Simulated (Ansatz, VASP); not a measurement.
# One calculation of Ru, two programs

```
Ru
1.0
     2.69011    0.00000    0.00000
    -1.34505    2.32970    0.00000
     0.00000    0.00000    4.24981
Ru
2
Direct
  0.33333 0.66667 0.25000
  0.66667 0.33333 0.75000
```

Alike in both runs: functional PBEsol; k mesh 19 × 19 × 10; occupations fermi-dirac, width 0.05 eV; no spin polarisation.

Ansatz relaxed the structure, and its values are those at the end. VASP's run is a single point on that final structure, the one shown.

|  | VASP | Ansatz |
| --- | --- | --- |
| version | VASP 6.6.1 | Ansatz 0.2.0 |
| potentials or method | VASP PAW PBE potentials, release 64 (Ru_pv) | PAW with Ansatz's default frozen-core files, scalar-relativistic |
| plane-wave cutoff (eV) | 520 | 420 |
| valence electrons in the cell | 28 | 32 |

```csv
,VASP,Ansatz,Ansatz less VASP
pressure (GPa),0.0,0.0,+0.01
```

VASP's potentials were made for PBE, not for PBEsol. The functional is the same, so the differences come from potentials, cutoffs and numerics. VASP's potentials hold 28 valence electrons a cell and Ansatz's 32, so a difference there can come from the potentials and not from the codes.
